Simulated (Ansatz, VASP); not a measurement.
**TaTl3Ag3 in VASP and in Ansatz**

```
CELL_PARAMETERS angstrom
5.62357 0.00000 0.00000
-2.81178 4.87015 0.00000
0.00000 0.00000 11.49426
ATOMIC_POSITIONS crystal
Ta 0.00000 0.00000 0.00000
Tl 0.00000 0.00000 0.24166
Tl 0.00000 0.00000 0.75834
Tl 0.00000 0.00000 0.50000
Ag 0.50000 0.00000 0.50000
Ag 0.00000 0.50000 0.50000
Ag 0.50000 0.50000 0.50000
```

Alike in both runs: functional PBE; k mesh 4 × 4 × 2; occupations gaussian, width 0.2 eV; no spin polarisation.

Ansatz relaxed the structure, and its values are those at the end. VASP's run is a single point on that final structure, the one shown.

|  | VASP | Ansatz |
| --- | --- | --- |
| version | VASP 6.6.1 | Ansatz 0.2.0 |
| potentials or method | VASP PAW PBE potentials, release 64 (Ta_pv, Tl_d, Ag), cutoff 520 eV | scalar-relativistic, plane waves, PAW |
| valence electrons in the cell | 83 | 109 |

|  | VASP | Ansatz | Ansatz less VASP |
| --- | --- | --- | --- |
| gap on the k mesh at the Fermi level (eV) | none | none | - |
| pressure (GPa) | 0.4 | 0.5 | +0.03 |
| rms of the force components (eV/Å) | 0.003 | 0.002 | -0.0012 |

A gap of «none» marks a metal or a gap that the smearing closes. VASP's potentials hold 83 valence electrons a cell and Ansatz's 109, so a difference there can come from the potentials and not from the codes.

Neither program's run includes spin-orbit coupling.
